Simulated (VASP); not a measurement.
# Hf2Si (I4/mcm) in VASP: further runs

Runs on Hf2Si. Level: PBEsol. Tasks: single point.

Program: VASP 6.6.1. These are calculated values, not measurements. Logs are shortened: lines on timing, memory, paths and dates and some standing lists are left out, and cuts for length are marked.

## Step 1: The cell of the first run

It takes space group I4/mcm (No. 140, tetragonal). The conventional cell has a = 6.551 Å, b = 6.551 Å, c = 5.166 Å, α = 90.00°, β = 90.00°, γ = 90.00°. Within 3.7 Å of Hf (site symmetry m2m) lie 4 Si at 2.79 Å and 11 Hf at 2.90 to 3.50 Å. Si (site symmetry 422) has 2 Si at 2.58 Å and 8 Hf at 2.79 Å within 3.4 Å.

## Step 2: Single point, PBEsol

Input file INCAR:

```
  PREC = Accurate
  ENCUT = 520
  EDIFF = 1E-6
  ISMEAR = 0
  SIGMA = 0.1
  LREAL = F
  LASPH = T
  NELM = 60
  ALGO = Fast
  ISIF = 2
  LWAVE = F
  LCHARG = F
  GGA = PS
  NBANDS = 33
```

Input file KPOINTS:

```
Automatic mesh
0
Gamma
  4 4 4
```

Input file POSCAR:

```
Hf2Si
1.0
   -3.2753522240      3.2753522240      2.5828233930
    3.2753522240     -3.2753522240      2.5828233930
    3.2753522240      3.2753522240     -2.5828233930
Hf Si
4 2
Direct
    0.8435136200      0.6564863800      0.5000000000
    0.3435136200      0.8435136200      0.1870272400
    0.1564863800      0.3435136200      0.5000000000
    0.6564863800      0.1564863800      0.8129727600
    0.7500000000      0.7500000000      0.0000000000
    0.2500000000      0.2500000000      0.0000000000
```

Potentials or basis: VASP PAW PBE potentials, release 64 (Hf_pv, Si).

On the command line:

```
> cat potpaw_PBE.64/Hf_pv/POTCAR potpaw_PBE.64/Si/POTCAR > POTCAR
> mpirun -np 1 vasp_std > vasp.out
```

OUTCAR:

```text
PREC = Accurate
   ENCUT = 520
   EDIFF = 1E-6
   ISMEAR = 0
   LREAL = F
   LASPH = T
   NELM = 60
   ISIF = 2
   GGA = PS

 ion  position               nearest neighbor table
   1  0.844  0.656  0.500-   6 2.79   5 2.79   5 2.79   6 2.79   3 2.90   3 3.11   3 3.11   4 3.30
                             2 3.30   4 3.30   2 3.30   4 3.50   2 3.50   2 3.50   4 3.50
   2  0.344  0.844  0.187-   5 2.79   6 2.79   6 2.79   5 2.79   4 2.90   4 3.11   4 3.11   1 3.30
                             3 3.30   3 3.30   1 3.30   1 3.50   3 3.50   1 3.50   3 3.50
   3  0.156  0.344  0.500-   5 2.79   6 2.79   6 2.79   5 2.79   1 2.90   1 3.11   1 3.11   4 3.30
                             2 3.30   4 3.30   2 3.30   4 3.50   2 3.50   4 3.50   2 3.50
   4  0.656  0.156  0.813-   5 2.79   6 2.79   6 2.79   5 2.79   2 2.90   2 3.11   2 3.11   1 3.30
                             3 3.30   3 3.30   1 3.30   1 3.50   3 3.50   1 3.50   3 3.50
   5  0.750  0.750  0.000-   6 2.58   6 2.58   2 2.79   4 2.79   4 2.79   2 2.79   1 2.79   1 2.79
                             3 2.79   3 2.79
   6  0.250  0.250  0.000-   5 2.58   5 2.58   2 2.79   4 2.79   4 2.79   2 2.79   3 2.79   1 2.79
                             1 2.79   3 2.79

  LATTYP: Found a body centered tetragonal cell.
 ALAT       =     6.5507044480
 C/A-ratio  =     0.7885635548

  Lattice vectors:

 A1 = (  -3.2753522240,   3.2753522240,   2.5828233930)
 A2 = (   3.2753522240,  -3.2753522240,   2.5828233930)
 A3 = (   3.2753522240,   3.2753522240,  -2.5828233930)

Analysis of symmetry for initial positions (statically):
=====================================================================
 Subroutine PRICEL returns:
 Original cell was already a primitive cell.

 Routine SETGRP: Setting up the symmetry group for a
 body centered tetragonal supercell.

 Subroutine GETGRP returns: Found 16 space group operations
 (whereof  8 operations were pure point group operations)
 out of a pool of 16 trial point group operations.

The static configuration has the point symmetry C_4h.
 The point group associated with its full space group is D_4h.

Analysis of symmetry for dynamics (positions and initial velocities):
=====================================================================
 Subroutine PRICEL returns:
 Original cell was already a primitive cell.

 Routine SETGRP: Setting up the symmetry group for a
 body centered tetragonal supercell.

 Subroutine GETGRP returns: Found 16 space group operations
 (whereof  8 operations were pure point group operations)
 out of a pool of 16 trial point group operations.

The dynamic configuration has the point symmetry C_4h.
 The point group associated with its full space group is D_4h.

 Subroutine INISYM returns: Found 16 space group operations
 (whereof  8 operations are pure point group operations),
 and found     1 'primitive' translations

----------------------------------------------------------------------------------------

                                     Primitive cell

  volume of cell :     110.8334

  direct lattice vectors                    reciprocal lattice vectors
    -3.275352224  3.275352224  2.582823393     0.000000000  0.152655338  0.193586600
     3.275352224 -3.275352224  2.582823393     0.152655338  0.000000000  0.193586600
     3.275352224  3.275352224 -2.582823393     0.152655338  0.152655338  0.000000000

  length of vectors
     5.303474433  5.303474433  5.303474433     0.246534833  0.246534833  0.215887249

  position of ions in fractional coordinates (direct lattice)
     0.843513620  0.656486380  0.500000000
     0.343513620  0.843513620  0.187027240
     0.156486380  0.343513620  0.500000000
     0.656486380  0.156486380  0.812972760
     0.750000000  0.750000000  0.000000000
     0.250000000  0.250000000  0.000000000

  ion indices of the primitive-cell ions
   primitive index   ion index
                 1           1
                 2           2
                 3           3
                 4           4
                 5           5
                 6           6

----------------------------------------------------------------------------------------

 KPOINTS: Automatic mesh

Automatic generation of k-mesh.
 Grid dimensions read from file:
 generate k-points for:    4    4    4

 Generating k-lattice:

  Cartesian coordinates                     Fractional coordinates (reciprocal lattice)
     0.000000000  0.038163834  0.048396650     0.250000000 -0.000000000  0.000000000
     0.038163834  0.000000000  0.048396650    -0.000000000  0.250000000  0.000000000
     0.038163834  0.038163834  0.000000000     0.000000000  0.000000000  0.250000000

  Length of vectors
     0.061633708  0.061633708  0.053971812

  Shift w.r.t. Gamma in fractional coordinates (k-lattice)
     0.000000000  0.000000000  0.000000000

 Subroutine IBZKPT returns following result:
 ===========================================

 Found     13 irreducible k-points:

 Following reciprocal coordinates:
            Coordinates               Weight
  0.000000  0.000000  0.000000      1.000000
  0.250000  0.000000 -0.000000      8.000000
  0.500000  0.000000 -0.000000      4.000000
  0.250000  0.250000 -0.000000      8.000000
  0.500000  0.250000 -0.000000     16.000000
 -0.250000  0.250000  0.000000      4.000000
  0.500000  0.500000 -0.000000      2.000000
  0.250000  0.250000  0.250000      2.000000
 -0.250000  0.250000  0.250000      4.000000
  0.500000  0.500000  0.250000      4.000000
 -0.250000  0.500000  0.250000      8.000000
 -0.250000 -0.250000  0.250000      2.000000
  0.500000  0.500000  0.500000      1.000000
   k-points           NKPTS =     13   k-points in BZ     NKDIM =     13   number of bands    NBANDS=     33
   number of dos      NEDOS =    301   number of ions     NIONS =      6
   total plane-waves  NPLWV =  64000
   dimension x,y,z NGX =    40 NGY =   40 NGZ =   40
   dimension x,y,z NGXF=    80 NGYF=   80 NGZF=   80
   ions per type =               4   2
   NGX,Y,Z   is equivalent  to a cutoff of  12.54, 12.54, 12.54 a.u.
   NGXF,Y,Z  is equivalent  to a cutoff of  25.08, 25.08, 25.08 a.u.
 SYSTEM =  unknown system
   PREC   = accura    normal or accurate (medium, high low for compatibility)
   ISTART =      0    job   : 0-new  1-cont  2-samecut
   ICHARG =      2    charge: 1-file 2-atom 10-const
   ISPIN  =      1    spin polarized calculation?
   LNONCOLLINEAR =      F non collinear calculations
   LSORBIT =      F    spin-orbit coupling
   LASPH  =      T    aspherical Exc in radial PAW
   ENCUT  =  520.0 eV  38.22 Ry    6.18 a.u.   9.86  9.86  9.86*2*pi/ulx,y,z
   NELM   =     60;   NELMIN=  2; NELMDL= -5     # of ELM steps
   EDIFF  = 0.1E-05   stopping-criterion for ELM
   LREAL  =      F    real-space projection
   EDIFFG = 0.1E-04   stopping-criterion for IOM
   NSW    =      0    number of steps for IOM
   IBRION =     -1    ionic relax: 0-MD 1-quasi-New 2-CG
   NFREE  =      0    steps in history (QN), initial steepest desc. (CG)
   ISIF   =      2    stress and relaxation
   ISYM   =      2    0-nonsym 1-usesym 2-fastsym
   POTIM  = 0.5000    time-step for ionic-motion
   TEBEG  =    0.0;   TEEND  =   0.0 temperature during run
   PSTRESS=    0.0 pullay stress
   NELECT =      48.0000    total number of electrons
   NUPDOWN=      -1.0000    fix difference up-down
   EMIN   =  10.00;   EMAX   =-10.00  energy-range for DOS
   EFERMI =   0.00;   METHOD = LEGACY
   ISMEAR =     0;   SIGMA  =   0.10  broadening in eV -4-tet -1-fermi 0-gaus
   EFERMI_NEDOS =   21; number of points for ismear=-14 and -15
   IALGO  =     68    algorithm
   IMIX   =      4    mixing-type and parameters
     AMIX     =   0.40;   BMIX     =  1.00
     AMIX_MAG =   1.60;   BMIX_MAG =  1.00
  volume/ion in A,a.u.               =      18.47       124.66
  Fermi-wavevector in a.u.,A,eV,Ry     =   1.238602  2.340618 20.873162  1.534134
  Thomas-Fermi vector in A             =   2.373120
   LORBIT       =      0    0 simple, 1 ext, 2 COOP (PROOUT), +10 PAW based schemes
   GGA     = PS    functional components
   LHFCALC =     F    Hartree Fock is set to
   AEXX    =    0.0000 exact exchange contribution
   IVDW    =     0    specifies the selected vdW correction
   LEPSILON=     F    determine dielectric tensor
   LRPA    =     F    only Hartree local field effects (RPA)
 non-spin polarized calculation
 RMM-DIIS sequential band-by-band and
 Gauss-broadening in eV      SIGMA  =   0.10
  energy-cutoff  :      520.00
  volume of cell :      110.83
 maximum number of plane-waves:      3018
   NGX = 19   NGY = 19   NGZ = 19

 number of electron      48.0000004 magnetization

 Free energy of the ion-electron system (eV)
  ---------------------------------------------------
  ext. energy  EPLUGINS =         0.00000000
  ---------------------------------------------------
  free energy    TOTEN  =       -58.30682979 eV

  energy without entropy =      -58.29249803  energy(sigma->0) =      -58.29966391

 E-fermi :   5.9011     XC(G=0): -11.6490

 val. band max:        5.8922731380   @ k =   0.2500   0.2500  -0.0000
 cond. band min:       5.9302162363   @ k =  -0.2500  -0.2500   0.2500
 fundamental gap:      0.0379430983
 Fermi energy:         5.9011132009

 k-point     1 :       0.0000    0.0000    0.0000
  band No.  band energies     occupation
      1     -24.3077      2.00000
      2     -24.3001      2.00000
      3     -24.1754      2.00000
      4     -24.1754      2.00000
      5     -24.1386      2.00000
      6     -24.1386      2.00000
[... 25 lines left out ...]
     32       9.4297      0.00000
     33      10.2081      0.00000

 k-point     2 :       0.2500    0.0000   -0.0000
  band No.  band energies     occupation
      1     -24.3598      2.00000
      2     -24.3255      2.00000
      3     -24.2306      2.00000
      4     -24.1714      2.00000
      5     -24.0668      2.00000
      6     -24.0548      2.00000
[... 25 lines left out ...]
     32      10.1976      0.00000
     33      10.6870      0.00000
[... 358 lines left out ...]
     32      10.1372      0.00000
     33      10.7468      0.00000

 k-point    13 :       0.5000    0.5000    0.5000
  band No.  band energies     occupation
      1     -24.3739      2.00000
      2     -24.3114      2.00000
      3     -24.2542      2.00000
      4     -24.0952      2.00000
      5     -24.0952      2.00000
      6     -24.0577      2.00000
[... 25 lines left out ...]
     32      10.5687      0.00000
     33      11.0374      0.00000

------------------------ aborting loop because EDIFF is reached ----------------------------------------

  FORCE on cell =-STRESS in cart. coord.  units (eV):
  Direction    XX          YY          ZZ          XY          YZ          ZX
  --------------------------------------------------------------------------------------
  -------------------------------------------------------------------------------------
  Total       -2.1903280     -2.1903280     -1.1661161      0.0000000      0.0000000      0.0000000
  in kB      -31.6627785    -31.6627785    -16.8570529      0.0000000      0.0000000      0.0000000
  external PRESSURE =     -26.7275366 kB  Pullay stress =       0.0000000 kB

 VOLUME and BASIS-vectors are now :
 -----------------------------------------------------------------------------
  energy-cutoff  :      520.00
  volume of cell :      110.83
      direct lattice vectors                 reciprocal lattice vectors
    -3.275352224  3.275352224  2.582823393     0.000000000  0.152655338  0.193586600
     3.275352224 -3.275352224  2.582823393     0.152655338  0.000000000  0.193586600
     3.275352224  3.275352224 -2.582823393     0.152655338  0.152655338  0.000000000

 POSITION                                       TOTAL-FORCE (eV/Angst)
 -----------------------------------------------------------------------------------
      1.02510      2.25026      2.58282         0.065075     -0.065075     -0.000000
      2.25026     -1.02510      2.58282        -0.065075     -0.065075      0.000000
      2.25026      1.02510      0.00000        -0.065075      0.065075      0.000000
      1.02510      4.30045     -0.00000         0.065075      0.065075     -0.000000
      0.00000      0.00000      3.87424        -0.000000      0.000000     -0.000000
      0.00000      0.00000      1.29141        -0.000000      0.000000     -0.000000
 -----------------------------------------------------------------------------------
    total drift:                               -0.000000      0.000000     -0.000000

  FREE ENERGIE OF THE ION-ELECTRON SYSTEM (eV)
  ---------------------------------------------------
  free  energy   TOTEN  =       -58.3068297880 eV

  energy  without entropy=      -58.2924980320  energy(sigma->0) =      -58.29966391
```

Run time: 28 s. Hardware: 1 thread of Intel Xeon 6975P-C (Granite Rapids), shared host; peak memory 0.24 GiB.

Results:

```
Free energy            : -58.3068 eV
Pressure               : -2.7 GPa
Largest force          : 0.092 eV/Å
Band gap on the k mesh : zero (band 24 reaches 6.29 eV, above the bottom of band 25 at 5.89 eV)
```

Forces in eV/Å, atoms in the order of the input:
```
Hf   0.065 -0.065  0.000
Hf  -0.065 -0.065  0.000
Hf  -0.065  0.065  0.000
Hf   0.065  0.065  0.000
Si   0.000  0.000  0.000
Si   0.000  0.000  0.000
```

Caveat: the k points lie up to 0.39 Å⁻¹ apart; the PAW data sets were made with another functional, which shifts forces and pressure a little; spin-orbit coupling is left out, which moves the levels of the heavy elements.

## Step 3: Single point, PBEsol

Input file INCAR:

```
PREC = Accurate ; ENCUT = 520
EDIFF = 1E-6 ; ISMEAR = 0
SIGMA = 0.1 ; LREAL = False
LASPH = True ; NELM = 60
ALGO = Normal ; ISIF = 2
LWAVE = False ; LCHARG = False
GGA = PS ; NBANDS = 33
```

Input file KPOINTS:

```
Automatic mesh
0
Gamma
  4 4 4
  0.5 0.5 0.5
```

POSCAR is that of step 2.

Potentials or basis: VASP PAW PBE potentials, release 64 (Hf_pv, Si).

On the command line:

```
> cat potpaw_PBE.64/Hf_pv/POTCAR potpaw_PBE.64/Si/POTCAR > POTCAR
> mpirun -np 1 vasp_std > vasp.out
```

Wall time 21 s (1 thread of Intel Xeon 6975P-C (Granite Rapids), shared host); peak memory 0.24 GiB.

The run converged. Its results:

* Free energy: -58.3165 eV
* Pressure: -2.5 GPa
* Largest force: 0.060 eV/Å
* Band gap on the k mesh: zero (band 24 reaches 6.60 eV, above the bottom of band 25 at 6.18 eV)

Forces on the atoms (eV/Å):
```
Hf   0.043 -0.043  0.000
Hf  -0.043 -0.043  0.000
Hf  -0.043  0.043  0.000
Hf   0.043  0.043  0.000
Si   0.000  0.000  0.000
Si   0.000  0.000  0.000
```

Stress tensor (GPa, compression positive):
```
-2.94  0.00  0.00
 0.00 -2.94  0.00
 0.00  0.00 -1.52
```

Levels at points of the mesh, in eV from the Fermi level:
```
           k point  band 20  band 21  band 22  band 23  band 24  band 25  band 26  band 27  band 28  band 29
(0.12, 0.12, 0.12)    -2.04    -1.51    -1.15    -0.96    -0.56     0.87     1.02     1.37     2.27     2.81
```

Caveat: the k points lie up to 0.39 Å⁻¹ apart; the PAW data sets were made with another functional, which shifts forces and pressure a little; spin-orbit coupling is left out, which moves the levels of the heavy elements.

## Step 4: Single point, PBEsol

Input file INCAR:

```
ALGO = Normal
EDIFF = 1E-7
ENCUT = 520
GGA = PS
ISIF = 2
ISMEAR = 0
LASPH = T
LCHARG = F
LREAL = F
LWAVE = F
NBANDS = 33
NELM = 60
PREC = Accurate
SIGMA = 0.01
```

Input file KPOINTS:

```
k-points
0
Gamma
  5 5 5
```

POSCAR is that of step 3.

On the command line:

```
> cat potpaw_PBE.64/Hf_pv/POTCAR potpaw_PBE.64/Si/POTCAR > POTCAR
> mpirun -np 1 vasp_std > vasp.out
```

Wall time 31 s (1 thread of Intel Xeon 6975P-C (Granite Rapids), shared host); peak memory 0.25 GiB.

It converged, with:

```yaml
Free_energy: -58.2603 eV
Pressure: -2.6 GPa
Largest_force: 0.031 eV/Å
Band_gap_on_the_k_mesh: zero (band 24 reaches 6.53 eV, above the bottom of band 25 at 5.80 eV)
```

Forces on the atoms (eV/Å):
```
Hf  -0.022  0.022  0.000
Hf   0.022  0.022  0.000
Hf   0.022 -0.022  0.000
Hf  -0.022 -0.022  0.000
Si   0.000  0.000  0.000
Si   0.000  0.000  0.000
```

Stress tensor (GPa, compression positive):
```
-2.43  0.00  0.00
 0.00 -2.43  0.00
 0.00  0.00 -2.98
```

Levels at points of the mesh, in eV from the Fermi level:
```csv
k point,band 21,band 22,band 23,band 24,band 25,band 26,band 27,band 28
"(0.00, 0.00, 0.00)",-1.27,-1.27,-0.98,-0.91,2.03,2.06,2.09,2.53
```

Caveat: the PAW data sets were made with another functional, which shifts forces and pressure a little; spin-orbit coupling is left out, which moves the levels of the heavy elements.

## Step 5: The runs side by side

```tsv
k mesh	smearing	gap on the mesh (eV)	pressure (GPa)	largest force (eV/Å)
4 × 4 × 4	gaussian 0.1 eV	none	-2.7	0.09
4 × 4 × 4, shifted	gaussian 0.1 eV	none	-2.5	0.06
5 × 5 × 5	gaussian 0.01 eV	none	-2.6	0.03
```

Alike in all rows: task single point; level PBEsol; potentials or basis VASP PAW PBE potentials, release 64 (Hf_pv, Si); no spin polarisation; cell as given; cutoff (eV) 520.

Caveats: some runs use coarse meshes; the PAW data sets were made with another functional, which shifts forces and pressure a little; spin-orbit coupling is left out, which moves the levels of the heavy elements.

Total energies depend on the potentials used, so only differences within one code and one set of settings carry meaning.
